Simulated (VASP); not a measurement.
# Te2Mo in VASP: notebook

The runs below take Te2Mo through single point, with PBE+D3(BJ).

Everything below comes from runs of VASP 6.6.1. Logs are shortened: lines on timing, memory, paths and dates and some standing lists are left out, and cuts for length are marked.

### Step 1. The cell of the first run

The cell holds a slab with vacuum, 6 atoms: a = 3.504 Å, b = 3.504 Å, c = 24.768 Å, α = 90.00°, β = 90.00°, γ = 120.00°.

### Step 2. Single point, PBE+D3(BJ) (layers slid over each other)

INCAR reads:

```
  PREC = Accurate
  ENCUT = 520
  EDIFF = 1E-7
  ISMEAR = 0
  SIGMA = 0.05
  LREAL = False
  LASPH = True
  NELM = 100
  ALGO = Normal
  ISIF = 2
  LWAVE = False
  LCHARG = False
  LDIPOL = True
  IDIPOL = 3
  DIPOL = 0.5 0.5 0.410
  GGA = PE
  IVDW = 12
  NBANDS = 35
```

KPOINTS reads:

```
regular mesh
0
Gamma
  9 9 1
```

POSCAR reads:

```
Te2Mo
1.0
    3.5038817216      0.0000000000      0.0000000000
   -1.7519408608      3.0344505828      0.0000000000
    0.0000000000      0.0000000000     24.7677194079
Te Mo
4 2
Direct
    0.3333333333      0.6666666667      0.1816881048
    0.3333333333      0.6666666667      0.3284056788
    0.5000000000      1.3333333333      0.4911174704
    0.5000000000      1.3333333333      0.6378350444
    0.6666666667      0.3333333333      0.2550468918
    0.1666666667      1.6666666667      0.5644762574
```

Potentials or basis: VASP PAW PBE potentials, release 64 (Te, Mo_sv).

On the command line:

```sh
cat potpaw_PBE.64/Te/POTCAR potpaw_PBE.64/Mo_sv/POTCAR > POTCAR
mpirun -np 1 vasp_std > vasp.out
```

OUTCAR:

```text
PREC = Accurate
   ENCUT = 520
   EDIFF = 1E-7
   ISMEAR = 0
   LREAL = False
   LASPH = True
   NELM = 100
   ISIF = 2
   GGA = PE
   IVDW = 12
 IVDW          = 12

 ion  position               nearest neighbor table
   1  0.333  0.667  0.182-   5 2.72   5 2.72   5 2.72   2 3.63
   2  0.333  0.667  0.328-   5 2.72   5 2.72   5 2.72   1 3.63
   3  0.500  0.333  0.491-   6 2.72   6 2.72   6 2.72   4 3.63
   4  0.500  0.333  0.638-   6 2.72   6 2.72   6 2.72   3 3.63
   5  0.667  0.333  0.255-   1 2.72   2 2.72   1 2.72   2 2.72   1 2.72   2 2.72
   6  0.167  0.667  0.564-   4 2.72   3 2.72   4 2.72   4 2.72   3 2.72   3 2.72

  LATTYP: Found a hexagonal cell.
 ALAT       =     3.5038817216
 C/A-ratio  =     7.0686516771

  Lattice vectors:

 A1 = (   3.5038817216,   0.0000000000,   0.0000000000)
 A2 = (  -1.7519408608,   3.0344505828,   0.0000000000)
 A3 = (   0.0000000000,   0.0000000000,  24.7677194079)

Analysis of symmetry for initial positions (statically):
=====================================================================
 Subroutine PRICEL returns:
 Original cell was already a primitive cell.

 Routine SETGRP: Setting up the symmetry group for a
 hexagonal supercell.

 Subroutine GETGRP returns: Found  2 space group operations
 (whereof  1 operations were pure point group operations)
 out of a pool of 24 trial point group operations.

The static configuration has the point symmetry C_1 .
 The point group associated with its full space group is S_2 .

Analysis of symmetry for dynamics (positions and initial velocities):
=====================================================================
 Subroutine PRICEL returns:
 Original cell was already a primitive cell.

 Routine SETGRP: Setting up the symmetry group for a
 hexagonal supercell.

 Subroutine GETGRP returns: Found  2 space group operations
 (whereof  1 operations were pure point group operations)
 out of a pool of 24 trial point group operations.

The dynamic configuration has the point symmetry C_1 .
 The point group associated with its full space group is S_2 .

 Subroutine INISYM returns: Found  2 space group operations
 (whereof  1 operations are pure point group operations),
 and found     1 'primitive' translations

----------------------------------------------------------------------------------------

                                     Primitive cell

  volume of cell :     263.3392

  direct lattice vectors                    reciprocal lattice vectors
     3.503881722  0.000000000  0.000000000     0.285397762  0.164774474  0.000000000
    -1.751940861  3.034450583  0.000000000     0.000000000  0.329548949  0.000000000
     0.000000000  0.000000000 24.767719408     0.000000000  0.000000000  0.040375134

  length of vectors
     3.503881722  3.503881722 24.767719408     0.329548949  0.329548949  0.040375134

  position of ions in fractional coordinates (direct lattice)
     0.333333333  0.666666667  0.181688105
     0.333333333  0.666666667  0.328405679
     0.500000000  0.333333333  0.491117470
     0.500000000  0.333333333  0.637835044
     0.666666667  0.333333333  0.255046892
     0.166666667  0.666666667  0.564476257

  ion indices of the primitive-cell ions
   primitive index   ion index
                 1           1
                 2           2
                 3           3
                 4           4
                 5           5
                 6           6

----------------------------------------------------------------------------------------

 KPOINTS: regular mesh

Automatic generation of k-mesh.
 Grid dimensions read from file:
 generate k-points for:    9    9    1

 Generating k-lattice:

  Cartesian coordinates                     Fractional coordinates (reciprocal lattice)
     0.031710862  0.018308275  0.000000000     0.111111111  0.000000000  0.000000000
     0.000000000  0.036616550  0.000000000     0.000000000  0.111111111  0.000000000
     0.000000000  0.000000000  0.040375134     0.000000000  0.000000000  1.000000000

  Length of vectors
     0.036616550  0.036616550  0.040375134

  Shift w.r.t. Gamma in fractional coordinates (k-lattice)
     0.000000000  0.000000000  0.000000000

 Subroutine IBZKPT returns following result:
 ===========================================

 Found     41 irreducible k-points:

 Following reciprocal coordinates:
            Coordinates               Weight
  0.000000  0.000000  0.000000      1.000000
  0.111111  0.000000  0.000000      2.000000
  0.000000  0.111111  0.000000      2.000000
 -0.111111  0.111111  0.000000      2.000000
  0.222222  0.000000  0.000000      2.000000
  0.000000  0.222222  0.000000      2.000000
[... 16 lines left out ...]
  0.333333  0.111111  0.000000      2.000000
 -0.111111  0.444444  0.000000      2.000000
 [... further k-points ...]
   k-points           NKPTS =     41   k-points in BZ     NKDIM =     41   number of bands    NBANDS=     35
   number of dos      NEDOS =    301   number of ions     NIONS =      6
   total plane-waves  NPLWV = 150528
   dimension x,y,z NGX =    28 NGY =   28 NGZ =  192
   dimension x,y,z NGXF=    56 NGYF=   56 NGZF=  384
   ions per type =               4   2
   NGX,Y,Z   is equivalent  to a cutoff of  13.28, 13.28, 12.89 a.u.
   NGXF,Y,Z  is equivalent  to a cutoff of  26.57, 26.57, 25.77 a.u.
 SYSTEM =  unknown system
   PREC   = accura    normal or accurate (medium, high low for compatibility)
   ISTART =      0    job   : 0-new  1-cont  2-samecut
   ICHARG =      2    charge: 1-file 2-atom 10-const
   ISPIN  =      1    spin polarized calculation?
   LNONCOLLINEAR =      F non collinear calculations
   LSORBIT =      F    spin-orbit coupling
   LASPH  =      T    aspherical Exc in radial PAW
   ENCUT  =  520.0 eV  38.22 Ry    6.18 a.u.   6.51  6.51 46.05*2*pi/ulx,y,z
   NELM   =    100;   NELMIN=  2; NELMDL= -5     # of ELM steps
   EDIFF  = 0.1E-06   stopping-criterion for ELM
   LREAL  =      F    real-space projection
   EDIFFG = 0.1E-05   stopping-criterion for IOM
   NSW    =      0    number of steps for IOM
   IBRION =     -1    ionic relax: 0-MD 1-quasi-New 2-CG
   NFREE  =      0    steps in history (QN), initial steepest desc. (CG)
   ISIF   =      2    stress and relaxation
   ISYM   =      2    0-nonsym 1-usesym 2-fastsym
   POTIM  = 0.5000    time-step for ionic-motion
   TEBEG  =    0.0;   TEEND  =   0.0 temperature during run
   PSTRESS=    0.0 pullay stress
   NELECT =      52.0000    total number of electrons
   NUPDOWN=      -1.0000    fix difference up-down
   EMIN   =  10.00;   EMAX   =-10.00  energy-range for DOS
   EFERMI =   0.00;   METHOD = LEGACY
   ISMEAR =     0;   SIGMA  =   0.05  broadening in eV -4-tet -1-fermi 0-gaus
   EFERMI_NEDOS =   21; number of points for ismear=-14 and -15
   IALGO  =     38    algorithm
   IMIX   =      4    mixing-type and parameters
     AMIX     =   0.40;   BMIX     =  1.00
     AMIX_MAG =   1.60;   BMIX_MAG =  1.00
  volume/ion in A,a.u.               =      43.89       296.18
  Fermi-wavevector in a.u.,A,eV,Ry     =   0.953317  1.801508 12.365161  0.908814
  Thomas-Fermi vector in A             =   2.081961
   LORBIT       =      0    0 simple, 1 ext, 2 COOP (PROOUT), +10 PAW based schemes
   GGA     = PE    functional components
   LHFCALC =     F    Hartree Fock is set to
   AEXX    =    0.0000 exact exchange contribution
   IVDW    =    12    specifies the selected vdW correction
   LEPSILON=     F    determine dielectric tensor
   LRPA    =     F    only Hartree local field effects (RPA)
 non-spin polarized calculation
 Gauss-broadening in eV      SIGMA  =   0.05
  energy-cutoff  :      520.00
  volume of cell :      263.34
 maximum number of plane-waves:      7173
 NGX is ok and might be reduce to    28
   NGX = 13   NGY = 13   NGZ = 93

 dipolmoment           0.000000      0.000000      0.000139 electrons x Angstroem

 number of electron      51.9999998 magnetization

 dipolmoment           0.000000      0.000000     -0.000000 electrons x Angstroem

 Free energy of the ion-electron system (eV)
  ---------------------------------------------------
  ext. energy  EPLUGINS =         0.00000000
  ---------------------------------------------------
  free energy    TOTEN  =       -36.02241355 eV

  energy without entropy =      -36.02241355  energy(sigma->0) =      -36.02241355

 E-fermi :   2.7093     XC(G=0):  -6.4648

 val. band max:        2.4856369252   @ k =   0.3333   0.3333   0.0000
 cond. band min:       3.6442339781   @ k =   0.2222   0.2222   0.0000
 fundamental gap:      1.1585970529
 Fermi energy:         2.7093219340

 k-point     1 :       0.0000    0.0000    0.0000
  band No.  band energies     occupation
      1     -58.1872      2.00000
      2     -58.1872      2.00000
      3     -32.3638      2.00000
      4     -32.3638      2.00000
      5     -32.2201      2.00000
      6     -32.2201      2.00000
[... 27 lines left out ...]
     34       5.9749      0.00000
     35       6.6375      0.00000

 k-point     2 :       0.1111    0.0000    0.0000
  band No.  band energies     occupation
      1     -58.1860      2.00000
      2     -58.1860      2.00000
      3     -32.3603      2.00000
      4     -32.3603      2.00000
      5     -32.2360      2.00000
      6     -32.2360      2.00000
[... 27 lines left out ...]
     34       5.8248      0.00000
     35       6.8802      0.00000

 k-point     3 :       0.0000    0.1111    0.0000
  band No.  band energies     occupation
      1     -58.1860      2.00000
      2     -58.1860      2.00000
      3     -32.3603      2.00000
      4     -32.3603      2.00000
      5     -32.2360      2.00000
      6     -32.2360      2.00000
[... 27 lines left out ...]
     34       5.8096      0.00000
     35       6.8813      0.00000
[... 723 lines left out ...]
 k-point    23 :       0.3333    0.1111    0.0000
  band No.  band energies     occupation
      1     -58.1777      2.00000
      2     -58.1777      2.00000
      3     -32.3364      2.00000
      4     -32.3364      2.00000
      5     -32.3361      2.00000
      6     -32.3361      2.00000
[... 27 lines left out ...]
     34       6.1425      0.00000
     35       7.3702      0.00000

 k-point    24 :      -0.1111    0.4444    0.0000
  band No.  band energies     occupation
      1     -58.1777      2.00000
      2     -58.1777      2.00000
      3     -32.3366      2.00000
      4     -32.3365      2.00000
      5     -32.3360      2.00000
      6     -32.3360      2.00000
[... 27 lines left out ...]
     34       6.1445      0.00000
     35       7.4191      0.00000

 [... further k-points ...]

------------------------ aborting loop because EDIFF is reached ----------------------------------------

 vacuum level on the upper side and lower side of the slab       (xc-potential included)        -0.120        -0.119

 Edisp (eV)   -2.68490

 E8    (eV) :    -1.2711

  FORCE on cell =-STRESS in cart. coord.  units (eV):
  Direction    XX          YY          ZZ          XY          YZ          ZX
  --------------------------------------------------------------------------------------
  -------------------------------------------------------------------------------------
  Total      -0.23413    -0.21681    -0.69771    -0.01059    -0.03455     0.10885
  in kB      -1.42447    -1.31907    -4.24493    -0.06441    -0.21018     0.66225
  external pressure =       -2.33 kB  Pullay stress =        0.00 kB

 VOLUME and BASIS-vectors are now :
 -----------------------------------------------------------------------------
  energy-cutoff  :      520.00
  volume of cell :      263.34
      direct lattice vectors                 reciprocal lattice vectors
     3.503881722  0.000000000  0.000000000     0.285397762  0.164774474  0.000000000
    -1.751940861  3.034450583  0.000000000     0.000000000  0.329548949  0.000000000
     0.000000000  0.000000000 24.767719408     0.000000000  0.000000000  0.040375134

 POSITION                                       TOTAL-FORCE (eV/Angst)
 -----------------------------------------------------------------------------------
     -0.00000      2.02297      4.50000         0.001156      0.000058     -0.003110
     -0.00000      2.02297      8.13386        -0.013927      0.004647      0.131712
      1.16796      1.01148     12.16386         0.013927     -0.004647     -0.131712
      1.16796      1.01148     15.79772        -0.001156     -0.000058      0.003110
      1.75194      1.01148      6.31693        -0.008921      0.002029      0.018852
     -0.58398      2.02297     13.98079         0.008921     -0.002029     -0.018852
 -----------------------------------------------------------------------------------
    total drift:                                0.000009      0.000014      0.000000

  FREE ENERGIE OF THE ION-ELECTRON SYSTEM (eV)
  ---------------------------------------------------
  free  energy   TOTEN  =       -38.7073172420 eV

  energy  without entropy=      -38.7073172420  energy(sigma->0) =      -38.70731724

 vacuum level on the upper side and lower side of the slab         7.195         7.197
```

Run time: 6 min. Hardware: 1 thread of Intel Xeon 6975P-C (Granite Rapids), shared host; peak memory 0.57 GiB.

Results:

```
Free energy                : -38.7073 eV
Largest force              : 0.133 eV/Å
Band gap on the k mesh     : 1.16 eV (least direct gap 1.17 eV)
Dispersion energy per atom : -0.447 eV
```

Forces in eV/Å, atoms in the order of the input:
```
Te   0.001  0.000 -0.003
Te  -0.014  0.005  0.132
Te   0.014 -0.005 -0.132
Te  -0.001  0.000  0.003
Mo  -0.009  0.002  0.019
Mo   0.009 -0.002 -0.019
```

Levels at points of the mesh, in eV from the valence-band top:
```csv
k point,band 24,band 25,band 26,band 27,band 28,band 29
"(0.00, 0.00, 0.00)",-0.84,-0.71,-0.34,3.16,3.18,3.19
```

Caveat: the cell differs from its parent crystal (layers slid over each other); spin-orbit coupling is left out, which moves the levels of the heavy elements.

### Step 3. Single point, PBE+D3(BJ) (layers slid over each other)

INCAR reads:

```
SYSTEM = Te2Mo
PREC = Accurate ; ENCUT = 520
EDIFF = 1E-6 ; ISMEAR = 0
SIGMA = 0.05 ; LREAL = .FALSE.
LASPH = .TRUE. ; NELM = 100
ALGO = Normal ; ISIF = 2
LWAVE = .FALSE. ; LCHARG = .FALSE.
LDIPOL = .TRUE. ; IDIPOL = 3
DIPOL = 0.5 0.5 0.410 ; GGA = PE
IVDW = 12 ; NBANDS = 35
```

KPOINTS reads:

```
Automatic mesh
0
G
  9 9 1
  0 0 0
```

POSCAR reads:

```
Te2Mo
1.0
    3.5038817216      0.0000000000      0.0000000000
   -1.7519408608      3.0344505828      0.0000000000
    0.0000000000      0.0000000000     24.7677194079
Te Mo
4 2
Direct
    0.3333333333      0.6666666667      0.1816881048
    0.3333333333      0.6666666667      0.3284056788
    0.8333333333      1.0000000000      0.4911174704
    0.8333333333      1.0000000000      0.6378350444
    0.6666666667      0.3333333333      0.2550468918
    0.5000000000      1.3333333333      0.5644762574
```

Potentials or basis: VASP PAW PBE potentials, release 64 (Te, Mo_sv).

On the command line:

```sh
cat potpaw_PBE.64/Te/POTCAR potpaw_PBE.64/Mo_sv/POTCAR > POTCAR
mpirun -np 1 vasp_std > vasp.out
```

Wall time 6.6 min (1 thread of Intel Xeon 6975P-C (Granite Rapids), shared host); peak memory 0.57 GiB.

It converged, with:

* Free energy: -38.6977 eV
* Largest force: 0.108 eV/Å
* Band gap on the k mesh: 1.17 eV
* Dispersion energy per atom: -0.447 eV

Forces on the atoms (eV/Å):
```
Te  -0.001  0.000 -0.006
Te  -0.005 -0.007  0.108
Te   0.005  0.007 -0.108
Te   0.001  0.000  0.006
Mo  -0.001 -0.004  0.022
Mo   0.001  0.004 -0.022
```

Levels at points of the mesh, in eV from the valence-band top:
```
           k point  band 23  band 24  band 25  band 26  band 27  band 28  band 29  band 30
(0.00, 0.00, 0.00)    -0.83    -0.83    -0.70    -0.32     3.17     3.19     3.20     3.22
```

Caveat: the cell differs from its parent crystal (layers slid over each other); spin-orbit coupling is left out, which moves the levels of the heavy elements.
